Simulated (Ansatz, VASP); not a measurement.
# SrO in VASP and in Ansatz

```
Sr O
1.0
     0.00000    2.58012    2.58012
     2.58012    0.00000    2.58012
     2.58012    2.58012    0.00000
Sr O
1 1
Direct
  0.00000 0.00000 0.00000
  0.50000 0.50000 0.50000
```

Alike in both runs: functional r2SCAN; k mesh 6 × 6 × 6; occupations gaussian, width 0.02 eV; no spin polarisation.

Ansatz relaxed the structure, and its values are those at the end. VASP's run is a single point on that final structure, the one shown.

```csv
,VASP,Ansatz
version,VASP 6.6.1,Ansatz 0.2.0
potentials or method,"VASP PAW PBE potentials, release 64 (Sr_sv, O), cutoff 520 eV","scalar-relativistic, plane waves, PAW"
valence electrons in the cell,16,16
```

|  | VASP | Ansatz | Ansatz less VASP |
| --- | --- | --- | --- |
| gap on the k mesh at the Fermi level (eV) | 3.75 | 3.80 | +0.051 |
| least direct gap on the mesh (eV) | 3.84 | 3.88 | +0.040 |
| pressure (GPa) | 0.5 | 0.0 | -0.50 |

VASP's potentials were made for PBE, not for r2SCAN.
